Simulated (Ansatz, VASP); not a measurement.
## Two plane-wave programs on Na

INCAR

```
SYSTEM = Na
PREC = Accurate
ENCUT = 520
EDIFF = 1E-6
ISMEAR = 0
SIGMA = 0.15
LREAL = .False.
LASPH = .True.
NELM = 60
ALGO = Normal
ISIF = 2
LWAVE = .False.
LCHARG = .False.
GGA = PE
NBANDS = 10
```

KPOINTS

```
Automatic mesh
0
Gamma
  16 16 16
  0 0 0
```

The input POSCAR:

```
Na
1.0
   -2.1175000000      2.0751500000      2.1175000000
    2.1175000000     -2.0751500000      2.1175000000
    2.1175000000      2.0751500000     -2.1175000000
Na
1
Direct
    0.0000000000      0.0000000000      0.0000000000
```

Input for Ansatz:

```yaml
crystal:
  lattice:
    - [-2.1175, 2.07515, 2.1175]
    - [2.1175, -2.07515, 2.1175]
    - [2.1175, 2.07515, -2.1175]
  atoms:
    - { symbol: Na, position: [0.0, 0.0, 0.0] }
basis:
  ecutwfc: 420
kpoints:
  mp_grid: { grid: [16, 16, 16] }
hamiltonian:
  xc: pbe
scf:
  occupations: { method: gaussian, width: 0.15 }
output:
  forces: true
  stress: true
  eigenvalues: true
```

Change from the starting cell: strain -0.0200 x Voigt [0, 1, 0, 0, 0, 0], atoms carried along.

Alike in both runs: task single point; functional PBE; k mesh 16 × 16 × 16; occupations gaussian, width 0.15 eV; no spin polarisation.

```csv
,VASP,Ansatz
version,VASP 6.6.1,Ansatz 0.2.0
potentials or method,"VASP PAW PBE potentials, release 64 (Na_pv), cutoff 520 eV","scalar-relativistic, plane waves, PAW"
valence electrons in the cell,7,9
```

|  | VASP | Ansatz | Ansatz less VASP |
| --- | --- | --- | --- |
| gap on the k mesh at the Fermi level (eV) | none | none | - |
| pressure (GPa) | -0.1 | -0.1 | +0.02 |

A gap of «none» marks a metal or a gap that the smearing closes. VASP's potentials hold 7 valence electrons a cell and Ansatz's 9, so a difference there can come from the potentials and not from the codes.
